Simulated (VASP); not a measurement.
# CsSnBr3 (Pm-3m) in VASP: a series of runs

CsSnBr3 is run at these levels: PBE, PBEsol, r2SCAN; tasks: single point.

All numbers are computed with VASP 6.6.1; they aren't measurements. Logs are shortened: lines on timing, memory, paths and dates and some standing lists are left out, and cuts for length are marked.

## Step 1: The cell of the first run

Symmetry: Pm-3m, No. 221, cubic system. The conventional cell has a = 5.895 Å, b = 5.895 Å, c = 5.895 Å, α = 90.00°, β = 90.00°, γ = 90.00°. Within 5.5 Å of Cs (site symmetry m-3m) lie 12 Br at 4.17 Å and 8 Sn at 5.11 Å. Sn (site symmetry m-3m) has 6 Br at 2.95 Å within 3.9 Å. Within 3.9 Å of Br (site symmetry 4/mmm) lie 2 Sn at 2.95 Å.

## Step 2: Single point, PBE

Contents of INCAR:

```
SYSTEM = CsSnBr3
  PREC = Accurate
  ENCUT = 500
  EDIFF = 1E-6
  ISMEAR = 0
  SIGMA = 0.02
  LREAL = .FALSE.
  LASPH = .TRUE.
  NELM = 120
  ALGO = Normal
  ISIF = 2
  LWAVE = .FALSE.
  LCHARG = .TRUE.
  GGA = PE
  LELF = .TRUE.
  LVHAR = .TRUE.
  NBANDS = 30
  GGA_COMPAT = .FALSE.
```

Contents of KPOINTS:

```
regular mesh
0
G
  6 6 6
  0 0 0
```

Contents of POSCAR:

```
CsSnBr3
1.0
    5.8952858325      0.0000000000      0.0000000000
    0.0000000000      5.8952858325      0.0000000000
    0.0000000000      0.0000000000      5.8952858325
Cs Sn Br
1 1 3
Direct
    0.0000000000      0.0000000000      0.0000000000
    0.5000000000      0.5000000000      0.5000000000
    0.5000000000      0.0000000000      0.5000000000
    0.5000000000      0.5000000000      0.0000000000
    0.0000000000      0.5000000000      0.5000000000
```

Potentials or basis: VASP PAW PBE potentials, release 64 (Cs_sv, Sn_d, Br).

The run is started by

```console
> cat potpaw_PBE.64/Cs_sv/POTCAR potpaw_PBE.64/Sn_d/POTCAR potpaw_PBE.64/Br/POTCAR > POTCAR
> mpirun -np 1 vasp_std > vasp.out
```

OUTCAR:

```text
SYSTEM = CsSnBr3
   PREC = Accurate
   ENCUT = 500
   EDIFF = 1E-6
   ISMEAR = 0
   LREAL = .FALSE.
   LASPH = .TRUE.
   NELM = 120
   ISIF = 2
   GGA = PE

 ion  position               nearest neighbor table
   1  0.000  0.000  0.000-
   2  0.500  0.500  0.500-   3 2.95   4 2.95   5 2.95   4 2.95   3 2.95   5 2.95
   3  0.500  0.000  0.500-   2 2.95   2 2.95
   4  0.500  0.500  0.000-   2 2.95   2 2.95
   5  0.000  0.500  0.500-   2 2.95   2 2.95

  LATTYP: Found a simple cubic cell.
 ALAT       =     5.8952858325

  Lattice vectors:

 A1 = (   5.8952858325,   0.0000000000,   0.0000000000)
 A2 = (   0.0000000000,   5.8952858325,   0.0000000000)
 A3 = (   0.0000000000,   0.0000000000,   5.8952858325)

Analysis of symmetry for initial positions (statically):
=====================================================================
 Subroutine PRICEL returns:
 Original cell was already a primitive cell.

 Routine SETGRP: Setting up the symmetry group for a
 simple cubic supercell.

 Subroutine GETGRP returns: Found 48 space group operations
 (whereof 48 operations were pure point group operations)
 out of a pool of 48 trial point group operations.

The static configuration has the point symmetry O_h .

Analysis of symmetry for dynamics (positions and initial velocities):
=====================================================================
 Subroutine PRICEL returns:
 Original cell was already a primitive cell.

 Routine SETGRP: Setting up the symmetry group for a
 simple cubic supercell.

 Subroutine GETGRP returns: Found 48 space group operations
 (whereof 48 operations were pure point group operations)
 out of a pool of 48 trial point group operations.

The dynamic configuration has the point symmetry O_h .

 Subroutine INISYM returns: Found 48 space group operations
 (whereof 48 operations are pure point group operations),
 and found     1 'primitive' translations

----------------------------------------------------------------------------------------

                                     Primitive cell

  volume of cell :     204.8871

  direct lattice vectors                    reciprocal lattice vectors
     5.895285832  0.000000000  0.000000000     0.169627059  0.000000000  0.000000000
     0.000000000  5.895285832  0.000000000     0.000000000  0.169627059  0.000000000
     0.000000000  0.000000000  5.895285832     0.000000000  0.000000000  0.169627059

  length of vectors
     5.895285832  5.895285832  5.895285832     0.169627059  0.169627059  0.169627059

  position of ions in fractional coordinates (direct lattice)
     0.000000000  0.000000000  0.000000000
     0.500000000  0.500000000  0.500000000
     0.500000000  0.000000000  0.500000000
     0.500000000  0.500000000  0.000000000
     0.000000000  0.500000000  0.500000000

  ion indices of the primitive-cell ions
   primitive index   ion index
                 1           1
                 2           2
                 3           3
                 4           4
                 5           5

----------------------------------------------------------------------------------------

 KPOINTS: regular mesh

Automatic generation of k-mesh.
 Grid dimensions read from file:
 generate k-points for:    6    6    6

 Generating k-lattice:

  Cartesian coordinates                     Fractional coordinates (reciprocal lattice)
     0.028271177  0.000000000  0.000000000     0.166666667  0.000000000  0.000000000
     0.000000000  0.028271177  0.000000000     0.000000000  0.166666667  0.000000000
     0.000000000  0.000000000  0.028271177     0.000000000  0.000000000  0.166666667

  Length of vectors
     0.028271177  0.028271177  0.028271177

  Shift w.r.t. Gamma in fractional coordinates (k-lattice)
     0.000000000  0.000000000  0.000000000

 Subroutine IBZKPT returns following result:
 ===========================================

 Found     20 irreducible k-points:

 Following reciprocal coordinates:
            Coordinates               Weight
  0.000000  0.000000  0.000000      1.000000
  0.166667  0.000000  0.000000      6.000000
  0.333333  0.000000  0.000000      6.000000
  0.500000  0.000000  0.000000      3.000000
  0.166667  0.166667  0.000000     12.000000
  0.333333  0.166667  0.000000     24.000000
[... 12 lines left out ...]
  0.500000  0.500000  0.333333      6.000000
  0.500000  0.500000  0.500000      1.000000
   k-points           NKPTS =     20   k-points in BZ     NKDIM =     20   number of bands    NBANDS=     30
   number of dos      NEDOS =    301   number of ions     NIONS =      5
   total plane-waves  NPLWV = 110592
   dimension x,y,z NGX =    48 NGY =   48 NGZ =   48
   dimension x,y,z NGXF=    96 NGYF=   96 NGZF=   96
   ions per type =               1   1   3
   NGX,Y,Z   is equivalent  to a cutoff of  13.54, 13.54, 13.54 a.u.
   NGXF,Y,Z  is equivalent  to a cutoff of  27.07, 27.07, 27.07 a.u.
 SYSTEM =  CsSnBr3
   PREC   = accura    normal or accurate (medium, high low for compatibility)
   ISTART =      0    job   : 0-new  1-cont  2-samecut
   ICHARG =      2    charge: 1-file 2-atom 10-const
   ISPIN  =      1    spin polarized calculation?
   LNONCOLLINEAR =      F non collinear calculations
   LSORBIT =      F    spin-orbit coupling
   LASPH  =      T    aspherical Exc in radial PAW
   ENCUT  =  500.0 eV  36.75 Ry    6.06 a.u.  10.75 10.75 10.75*2*pi/ulx,y,z
   NELM   =    120;   NELMIN=  2; NELMDL= -5     # of ELM steps
   EDIFF  = 0.1E-05   stopping-criterion for ELM
   LREAL  =      F    real-space projection
   EDIFFG = 0.1E-04   stopping-criterion for IOM
   NSW    =      0    number of steps for IOM
   IBRION =     -1    ionic relax: 0-MD 1-quasi-New 2-CG
   NFREE  =      0    steps in history (QN), initial steepest desc. (CG)
   ISIF   =      2    stress and relaxation
   ISYM   =      2    0-nonsym 1-usesym 2-fastsym
   POTIM  = 0.5000    time-step for ionic-motion
   TEBEG  =    0.0;   TEEND  =   0.0 temperature during run
   PSTRESS=    0.0 pullay stress
   NELECT =      44.0000    total number of electrons
   NUPDOWN=      -1.0000    fix difference up-down
   EMIN   =  10.00;   EMAX   =-10.00  energy-range for DOS
   EFERMI =   0.00;   METHOD = LEGACY
   ISMEAR =     0;   SIGMA  =   0.02  broadening in eV -4-tet -1-fermi 0-gaus
   EFERMI_NEDOS =   21; number of points for ismear=-14 and -15
   IALGO  =     38    algorithm
   IMIX   =      4    mixing-type and parameters
     AMIX     =   0.40;   BMIX     =  1.00
     AMIX_MAG =   1.60;   BMIX_MAG =  1.00
  volume/ion in A,a.u.               =      40.98       276.53
  Fermi-wavevector in a.u.,A,eV,Ry     =   0.980364  1.852620 13.076754  0.961114
  Thomas-Fermi vector in A             =   2.111289
   LORBIT       =      0    0 simple, 1 ext, 2 COOP (PROOUT), +10 PAW based schemes
   GGA     = PE    functional components
   LHFCALC =     F    Hartree Fock is set to
   AEXX    =    0.0000 exact exchange contribution
   IVDW    =     0    specifies the selected vdW correction
   LEPSILON=     F    determine dielectric tensor
   LRPA    =     F    only Hartree local field effects (RPA)
 non-spin polarized calculation
 Gauss-broadening in eV      SIGMA  =   0.02
  energy-cutoff  :      500.00
  volume of cell :      204.89
 maximum number of plane-waves:      5248
 NGX is ok and might be reduce to    48
   NGX = 21   NGY = 21   NGZ = 21

 number of electron      43.9999993 magnetization

 Free energy of the ion-electron system (eV)
  ---------------------------------------------------
  ext. energy  EPLUGINS =         0.00000000
  ---------------------------------------------------
  free energy    TOTEN  =       -15.83555211 eV

  energy without entropy =      -15.83555211  energy(sigma->0) =      -15.83555211

 E-fermi :   1.8957     XC(G=0):  -7.5398

 val. band max:        1.8029018903   @ k =   0.5000   0.5000   0.5000
 cond. band min:       2.4515678481   @ k =   0.5000   0.5000   0.5000
 fundamental gap:      0.6486659578
 Fermi energy:         1.8956881433

 k-point     1 :       0.0000    0.0000    0.0000
  band No.  band energies     occupation
      1     -20.3042      2.00000
      2     -20.2769      2.00000
      3     -20.2769      2.00000
      4     -20.2554      2.00000
      5     -20.2554      2.00000
      6     -20.2554      2.00000
[... 22 lines left out ...]
     29       6.6841      0.00000
     30       6.6841      0.00000

 k-point     2 :       0.1667    0.0000    0.0000
  band No.  band energies     occupation
      1     -20.3040      2.00000
      2     -20.2769      2.00000
      3     -20.2757      2.00000
      4     -20.2554      2.00000
      5     -20.2554      2.00000
      6     -20.2554      2.00000
[... 22 lines left out ...]
     29       6.0754      0.00000
     30       6.7089      0.00000

 k-point     3 :       0.3333    0.0000    0.0000
  band No.  band energies     occupation
      1     -20.3035      2.00000
      2     -20.2769      2.00000
      3     -20.2732      2.00000
      4     -20.2555      2.00000
      5     -20.2555      2.00000
      6     -20.2554      2.00000
[... 22 lines left out ...]
     29       6.3275      0.00000
     30       7.0758      0.00000

 k-point     4 :       0.5000    0.0000    0.0000
  band No.  band energies     occupation
      1     -20.3033      2.00000
      2     -20.2769      2.00000
      3     -20.2720      2.00000
      4     -20.2555      2.00000
      5     -20.2555      2.00000
      6     -20.2554      2.00000
[... 22 lines left out ...]
     29       6.6016      0.00000
     30       7.1872      0.00000

 k-point     5 :       0.1667    0.1667    0.0000
  band No.  band energies     occupation
      1     -20.3038      2.00000
      2     -20.2763      2.00000
      3     -20.2751      2.00000
      4     -20.2554      2.00000
      5     -20.2554      2.00000
      6     -20.2554      2.00000
[... 22 lines left out ...]
     29       6.2455      0.00000
     30       6.6098      0.00000
[... 394 lines left out ...]
     29       6.8469      0.00000
     30       7.2958      0.00000

 k-point    18 :       0.5000    0.3333    0.3333
  band No.  band energies     occupation
      1     -20.3022      2.00000
      2     -20.2714      2.00000
      3     -20.2701      2.00000
      4     -20.2557      2.00000
      5     -20.2556      2.00000
      6     -20.2556      2.00000
[... 22 lines left out ...]
     29       6.5925      0.00000
     30       7.1655      0.00000

 k-point    19 :       0.5000    0.5000    0.3333
  band No.  band energies     occupation
      1     -20.3019      2.00000
      2     -20.2707      2.00000
      3     -20.2695      2.00000
      4     -20.2557      2.00000
      5     -20.2557      2.00000
      6     -20.2557      2.00000
[... 22 lines left out ...]
     29       6.4398      0.00000
     30       7.3146      0.00000

 k-point    20 :       0.5000    0.5000    0.5000
  band No.  band energies     occupation
      1     -20.3017      2.00000
      2     -20.2695      2.00000
      3     -20.2695      2.00000
      4     -20.2557      2.00000
      5     -20.2557      2.00000
      6     -20.2557      2.00000
[... 22 lines left out ...]
     29       6.3182      0.00000
     30       7.5491      0.00000

------------------------ aborting loop because EDIFF is reached ----------------------------------------

  FORCE on cell =-STRESS in cart. coord.  units (eV):
  Direction    XX          YY          ZZ          XY          YZ          ZX
  --------------------------------------------------------------------------------------
  -------------------------------------------------------------------------------------
  Total        0.0039385      0.0039385      0.0039385      0.0000000     -0.0000000      0.0000000
  in kB        0.0307983      0.0307983      0.0307983      0.0000000     -0.0000000      0.0000000
  external PRESSURE =       0.0307983 kB  Pullay stress =       0.0000000 kB

 VOLUME and BASIS-vectors are now :
 -----------------------------------------------------------------------------
  energy-cutoff  :      500.00
  volume of cell :      204.89
      direct lattice vectors                 reciprocal lattice vectors
     5.895285832  0.000000000  0.000000000     0.169627059  0.000000000  0.000000000
     0.000000000  5.895285832  0.000000000     0.000000000  0.169627059  0.000000000
     0.000000000  0.000000000  5.895285832     0.000000000  0.000000000  0.169627059

 POSITION                                       TOTAL-FORCE (eV/Angst)
 -----------------------------------------------------------------------------------
      0.00000      0.00000      0.00000         0.000000      0.000000      0.000000
      2.94764      2.94764      2.94764         0.000000      0.000000      0.000000
      2.94764      0.00000      2.94764         0.000000      0.000000      0.000000
      2.94764      2.94764      0.00000         0.000000      0.000000      0.000000
      0.00000      2.94764      2.94764         0.000000      0.000000      0.000000
 -----------------------------------------------------------------------------------
    total drift:                                0.000000     -0.000000     -0.000000

  FREE ENERGIE OF THE ION-ELECTRON SYSTEM (eV)
  ---------------------------------------------------
  free  energy   TOTEN  =       -15.8355521065 eV

  energy  without entropy=      -15.8355521065  energy(sigma->0) =      -15.83555211
```

It took 2.8 min on 1 thread of Oxide Virtual Turin-like, shared host; peak memory 0.35 GiB.

Results:

```yaml
Free_energy: -15.8356 eV
Pressure: 0.0 GPa
Band_gap_on_the_k_mesh: 0.65 eV
```

Caveat: semilocal functionals underestimate gaps, and a narrow one can read as zero; spin-orbit coupling is left out, which moves the levels of the heavy elements.

## Step 3: Single point, PBEsol

Contents of INCAR:

```
PREC = Accurate
ENCUT = 500
EDIFF = 1E-6
ISMEAR = 0
SIGMA = 0.02
LREAL = False
LASPH = True
NELM = 120
ALGO = Normal
ISIF = 2
LWAVE = False
LCHARG = False
GGA = PS
NBANDS = 30
GGA_COMPAT = False
```

Contents of KPOINTS:

```
regular mesh
0
Gamma
  6 6 6
```

POSCAR is that of step 2.

Potentials or basis: VASP PAW PBE potentials, release 64 (Cs_sv, Sn_d, Br).

The run is started by

```console
> cat potpaw_PBE.64/Cs_sv/POTCAR potpaw_PBE.64/Sn_d/POTCAR potpaw_PBE.64/Br/POTCAR > POTCAR
> mpirun -np 1 vasp_std > vasp.out
```

It took 3 min on 1 thread of Oxide Virtual Turin-like, shared host; peak memory 0.35 GiB.

It converged, with:

```yaml
Free_energy: -16.7534 eV
Pressure: -1.3 GPa
Band_gap_on_the_k_mesh: 0.57 eV
```

Levels at points of the mesh, in eV from the valence-band top:
```csv
k point,band 20,band 21,band 22,band 23,band 24,band 25
"(0.00, 0.00, 0.00)",-2.64,-2.64,-2.64,2.31,3.45,3.45
"(0.50, 0.00, 0.00)",-2.74,-2.74,-1.87,1.53,3.75,4.32
"(0.50, 0.50, 0.00)",-3.00,-2.29,-0.91,1.08,1.08,3.92
"(0.50, 0.50, 0.50)",-2.28,-2.28,0.00,0.57,0.57,0.57
```

Caveat: semilocal functionals underestimate gaps, and a narrow one can read as zero; the PAW data sets were made with another functional, which shifts forces and pressure a little; spin-orbit coupling is left out, which moves the levels of the heavy elements. A k mesh can miss the band edges.

## Step 4: Single point, r2SCAN

POSCAR is that of step 3.

Contents of INCAR.step1:

```
PREC     = Accurate       # precision mode
ENCUT    = 550            # plane-wave cutoff, eV
ISMEAR   = 0              # smearing method
SIGMA    = 0.02           # smearing width, eV
LREAL    = F              # projectors in reciprocal space
LASPH    = T              # aspherical terms in the spheres
NELM     = 120            # most SCF steps
NBANDS   = 30             # bands
GGA      = PE             # functional
ALGO     = Normal         # electronic algorithm
EDIFF    = 1E-5           # SCF threshold, eV
LWAVE    = T              # write WAVECAR
LCHARG   = F              # write CHGCAR
GGA_COMPAT= F
```

Contents of INCAR.step2:

```
PREC     = Accurate       # precision mode
ENCUT    = 550            # plane-wave cutoff, eV
EDIFF    = 1E-6           # SCF threshold, eV
ISMEAR   = 0              # smearing method
SIGMA    = 0.02           # smearing width, eV
LREAL    = F              # projectors in reciprocal space
LASPH    = T              # aspherical terms in the spheres
NELM     = 120            # most SCF steps
ALGO     = Normal         # electronic algorithm
ISIF     = 2              # what is computed and relaxed
LWAVE    = F              # write WAVECAR
LCHARG   = F              # write CHGCAR
METAGGA  = R2SCAN         # meta-GGA
LMIXTAU  = T            
NBANDS   = 30             # bands
ISTART   = 1            
GGA_COMPAT= F
```

KPOINTS is that of step 3.

The run is started by

```console
> cat potpaw_PBE.64/Cs_sv/POTCAR potpaw_PBE.64/Sn_d/POTCAR potpaw_PBE.64/Br/POTCAR > POTCAR
> cp INCAR.step1 INCAR
> mpirun -np 1 vasp_std > vasp.out
> cp INCAR.step2 INCAR
> mpirun -np 1 vasp_std > vasp.out
```

Wall time 12 min (1 thread of Oxide Virtual Turin-like, shared host); peak memory 0.41 GiB.

Results (log left out):

```
Free energy            : -96.3095 eV
Pressure               : -0.7 GPa
Band gap on the k mesh : 0.84 eV
```

Levels at points of the mesh, in eV from the valence-band top:
| k point | band 18 | band 19 | band 20 | band 21 | band 22 | band 23 | band 24 | band 25 | band 26 | band 27 |
| --- | --- | --- | --- | --- | --- | --- | --- | --- | --- | --- |
| (0.00, 0.00, 0.00) | -3.06 | -3.06 | -2.94 | -2.94 | -2.94 | 2.77 | 3.75 | 3.75 | 4.47 | 4.47 |
| (0.50, 0.00, 0.00) | -3.23 | -3.18 | -3.05 | -3.05 | -2.02 | 1.76 | 4.17 | 4.66 | 4.66 | 4.76 |
| (0.50, 0.50, 0.00) | -3.34 | -3.30 | -3.30 | -2.59 | -0.98 | 1.33 | 1.33 | 4.24 | 4.94 | 5.37 |
| (0.50, 0.50, 0.50) | -3.38 | -2.58 | -2.58 | -2.58 | 0.00 | 0.84 | 0.84 | 0.84 | 4.34 | 4.86 |

Caveat: the PAW data sets were made with another functional, which shifts forces and pressure a little; spin-orbit coupling is left out, which moves the levels of the heavy elements. A k mesh can miss the band edges.

## Step 5: Overview

| level | cutoff (eV) | gap on the mesh (eV) | pressure (GPa) |
| --- | --- | --- | --- |
| PBE | 500 | 0.65 | 0.0 |
| PBEsol | 500 | 0.57 | -1.3 |
| r2SCAN | 550 | 0.84 | -0.7 |

Alike in all rows: task single point; potentials or basis VASP PAW PBE potentials, release 64 (Cs_sv, Sn_d, Br); no spin polarisation; cell as given; k mesh 6 × 6 × 6; smearing gaussian 0.02 eV.

On the cell as given the gap runs from 0.57 eV (PBEsol) to 0.84 eV (r2SCAN). The pressure there spans -1.3 GPa (PBEsol) to 0.0 GPa (PBE); a positive pressure means that this level wants a larger cell, a negative one a smaller.

Caveats: spin-orbit coupling is left out, which moves the levels of the heavy elements; semilocal functionals underestimate gaps, and a narrow one can read as zero (at least some runs); the PAW data sets were made with another functional, which shifts forces and pressure a little (at least some runs).

Total energies depend on the potentials used, so only differences within one code and one set of settings carry meaning.
